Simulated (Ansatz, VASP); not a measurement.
**Two plane-wave programs on Cs3SI**

```
Cs S I
1.0
     6.40852    0.00000    0.00000
     0.00000    6.40852    0.00000
     0.00000    0.00000    6.40852
Cs S I
3 1 1
Direct
  0.50000 0.00000 0.00000
  0.00000 0.50000 0.00000
  0.00000 0.00000 0.50000
  0.00000 0.00000 0.00000
  0.50000 0.50000 0.50000
```

Alike in both runs: task single point; functional PBE; k mesh 4 × 4 × 4; occupations gaussian, width 0.02 eV; no spin polarisation.

```csv
,VASP,Ansatz
version,VASP 6.6.1,Ansatz 0.2.0
potentials or method,"VASP PAW PBE potentials, release 64 (Cs_sv, S, I), cutoff 520 eV","scalar-relativistic, plane waves, PAW"
valence electrons in the cell,40,50
```

Ansatz gave:

- gap on the k mesh at the Fermi level (eV): 1.04
- least direct gap on the mesh (eV): 1.04
- pressure (GPa): 1.5

What did VASP give for the same quantities?

gap on the k mesh at the Fermi level (eV): 0.99; least direct gap on the mesh (eV): 0.99; pressure (GPa): 1.6.

With one functional, cell and mesh, what is left measures potentials, basis and numerics. VASP's potentials hold 40 valence electrons a cell and Ansatz's 50, so a difference there can come from the potentials and not from the codes.

Spin-orbit coupling is off throughout.
